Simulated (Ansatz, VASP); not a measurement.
**HgH3: VASP beside Ansatz**

```
Hg H
1.0
     6.25000    0.00000    0.00000
     0.00000    6.25000    0.00000
     0.00000    0.00000    6.25000
Hg H
2 6
Direct
  0.50000 0.50000 0.50000
  0.00000 0.00000 0.00000
  0.06036 0.50000 0.50000
  0.93964 0.50000 0.50000
  0.50000 0.06036 0.50000
  0.50000 0.93964 0.50000
  0.50000 0.50000 0.06036
  0.50000 0.50000 0.93964
```

Alike in both runs: functional PBE; k mesh 4 × 4 × 4; occupations gaussian, width 0.1 eV; no spin polarisation.

Ansatz relaxed the structure, and its values are those at the end. VASP's run is a single point on that final structure, the one shown.

```csv
,VASP,Ansatz
version,VASP 6.6.1,Ansatz 0.2.0
potentials or method,"VASP PAW PBE potentials, release 64 (Hg, H), cutoff 520 eV","scalar-relativistic, plane waves, PAW"
valence electrons in the cell,30,46
```

Ansatz gave:

- gap on the k mesh at the Fermi level (eV): 3.98
- least direct gap on the mesh (eV): 3.98
- pressure (GPa): 0.4
- rms of the force components (eV/Å): 0.017

**Question.** Estimate VASP's values.

**Answer.** gap on the k mesh at the Fermi level (eV): 3.99; least direct gap on the mesh (eV): 3.99; pressure (GPa): 0.3; rms of the force components (eV/Å): 0.011.

VASP's potentials hold 30 valence electrons a cell and Ansatz's 46, so a difference there can come from the potentials and not from the codes.

Neither program's run includes spin-orbit coupling.
